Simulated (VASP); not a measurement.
Set up this calculation in VASP 6.6.1, as the native input.

```yaml
Task: single point
Functional: RPBE
Potentials_or_basis: VASP PAW PBE potentials, release 64 (Ru_pv)
Cutoff: 520 eV
k_mesh: 11 × 11 × 6
Occupations: fermi-dirac, width 0.05 eV
Spin: no spin polarisation
Dipole_correction: no
Further_INCAR_settings: ALGO = Normal; EDIFF = 1e-07; NBANDS = 21
```

The structure of Ru lies in POSCAR:

```
Ru
1.0
    2.7588683749      0.0000000000      0.0000000000
   -1.3794341875      2.3892500984      0.0000000000
    0.0000000000      0.0000000000      4.3658801443
Ru
2
Direct
    0.6666666667      0.3333333333      0.7500000000
    0.3333333333      0.6666666667      0.2500000000
```

These files were run (other wordings do the same):

INCAR

```
  PREC = Accurate
  ENCUT = 520
  EDIFF = 1E-7
  ISMEAR = -1
  SIGMA = 0.05
  LREAL = F
  LASPH = T
  NELM = 80
  ALGO = Normal
  ISIF = 2
  LWAVE = F
  LCHARG = F
  GGA = RP
  NBANDS = 21
```

KPOINTS

```
Automatic mesh
0
Gamma
  11 11 6
```

Potentials or basis: VASP PAW PBE potentials, release 64 (Ru_pv).

The run is started by

```sh
$ cat potpaw_PBE.64/Ru_pv/POTCAR > POTCAR
$ mpirun -np 1 vasp_std > vasp.out
```

Results of the run:

| Quantity | Value |
| --- | --- |
| Pressure | -8.2 GPa |
| Band gap on the k mesh | zero (band 14 reaches 13.23 eV, above the bottom of band 15 at 10.45 eV) |

Caveat: the PAW data sets were made with another functional, which shifts forces and pressure a little.

Wall time 42 s on 1 thread of Intel(R) Xeon(R) Platinum 8259CL CPU @ 2.50GHz (Skylake/Cascade Lake), with other jobs on the host, peak memory 0.16 GiB.
